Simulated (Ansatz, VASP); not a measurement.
SiNi: VASP beside Ansatz

File INCAR:

```
SYSTEM = SiNi
PREC     = Accurate       ! precision mode
ENCUT    = 520            ! plane-wave cutoff, eV
EDIFF    = 1E-6           ! SCF threshold, eV
ISMEAR   = 0              ! smearing method
SIGMA    = 0.15           ! smearing width, eV
LREAL    = .FALSE.        ! projectors in reciprocal space
LASPH    = .TRUE.         ! aspherical terms in the spheres
NELM     = 60             ! most SCF steps
ALGO     = Normal         ! electronic algorithm
ISIF     = 2              ! what is computed and relaxed
LWAVE    = .FALSE.        ! write WAVECAR
LCHARG   = .FALSE.        ! write CHGCAR
GGA      = PS             ! functional
NBANDS   = 38             ! bands
```

KPOINTS

```
regular mesh
0
G
  10 10 10
  0 0 0
```

Contents of POSCAR:

```
SiNi
1.0
    4.8254151678      0.0000000000      0.0000000000
    0.0000000000      4.8254151678      0.0000000000
    0.0000000000      0.0000000000      4.4679770072
Si Ni
4 4
Direct
    0.8464645187      0.8464645187      0.8464645187
    0.6535354813      0.1535354813      0.3464645187
    0.3464645187      0.6535354813      0.1535354813
    0.1535354813      0.3464645187      0.6535354813
    0.1489904732      0.1489904732      0.1489904732
    0.3510095268      0.8510095268      0.6489904732
    0.6489904732      0.3510095268      0.8510095268
    0.8510095268      0.6489904732      0.3510095268
```

Input for Ansatz:

```yaml
crystal:
  lattice:
    - [4.8254151678, 0.0, 0.0]
    - [0.0, 4.8254151678, 0.0]
    - [0.0, 0.0, 4.4679770072]
  atoms:
    - { symbol: Si, position: [0.8464645187, 0.8464645187, 0.8464645187] }
    - { symbol: Si, position: [0.6535354813, 0.1535354813, 0.3464645187] }
    - { symbol: Si, position: [0.3464645187, 0.6535354813, 0.1535354813] }
    - { symbol: Si, position: [0.1535354813, 0.3464645187, 0.6535354813] }
    - { symbol: Ni, position: [0.1489904732, 0.1489904732, 0.1489904732] }
    - { symbol: Ni, position: [0.3510095268, 0.8510095268, 0.6489904732] }
    - { symbol: Ni, position: [0.6489904732, 0.3510095268, 0.8510095268] }
    - { symbol: Ni, position: [0.8510095268, 0.6489904732, 0.3510095268] }
basis:
  ecutwfc: 420
kpoints:
  mp_grid: { grid: [10, 10, 10] }
hamiltonian:
  xc: pbesol
scf:
  occupations: { method: gaussian, width: 0.15 }
output:
  forces: true
  stress: true
  eigenvalues: true
```

Change from the starting cell: strain +0.080 along x and y, +0.000 along z, atoms carried along.

Alike in both runs: task single point; functional PBEsol; k mesh 10 × 10 × 10; occupations gaussian, width 0.15 eV; no spin polarisation.

|  | VASP | Ansatz |
| --- | --- | --- |
| version | VASP 6.6.1 | Ansatz 0.2.0 |
| potentials or method | VASP PAW PBE potentials, release 64 (Si, Ni), cutoff 520 eV | scalar-relativistic, plane waves, PAW |
| valence electrons in the cell | 56 | 88 |

```tsv
	VASP	Ansatz	Ansatz less VASP
gap on the k mesh at the Fermi level (eV)	none	none	-
pressure (GPa)	-20.5	-20.7	-0.22
traceless stress, the component that is largest in VASP (GPa)	3.25	3.15	-0.107
rms of the force components (eV/Å)	0.087	0.087	+0.0003
```

VASP's potentials were made for PBE, not for PBEsol. Atom by atom the forces differ by 0.003 eV/Å (rms over components). A gap of «none» marks a metal or a gap that the smearing closes. VASP's potentials hold 56 valence electrons a cell and Ansatz's 88, so a difference there can come from the potentials and not from the codes.
